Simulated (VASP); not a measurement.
A run of VASP 6.6.1 is set up as follows.

Contents of INCAR:

```
SYSTEM = Be
  PREC = Accurate
  ENCUT = 520
  EDIFF = 1E-8
  ISMEAR = -1
  SIGMA = 0.05
  LREAL = .FALSE.
  LASPH = .TRUE.
  NELM = 60
  ALGO = Normal
  ISIF = 2
  LWAVE = .FALSE.
  LCHARG = .FALSE.
  GGA = PE
  LEFG = .TRUE.
  NBANDS = 9
```

The input KPOINTS:

```
regular mesh
0
G
  20 20 11
  0 0 0
```

File POSCAR:

```
Be
1.0
    2.2995019849      0.0000000000      0.0000000000
   -1.1497509925      1.9914271350      0.0000000000
    0.0000000000      0.0000000000      3.6009000000
Be
2
Direct
    0.3333333333      0.6666666667      0.2500000000
    0.6666666667      0.3333333333      0.7500000000
```

Potentials or basis: VASP PAW PBE potentials, release 64 (Be).

Run with:

```bash
$ cat potpaw_PBE.64/Be/POTCAR > POTCAR
$ mpirun -np 1 vasp_std > vasp.out
```

(1) What does it give for the pressure?

(2) What does it give for the band gap on the k mesh?

Results:

(1) -4.6 GPa.

(2) zero (bands 2 and 3 overlap by 1.39 eV).

Caveat: the cell stands under tension; without QUAD_EFG the Cq values of the log hold for a quadrupole moment of 1 mb, not for the nuclei.
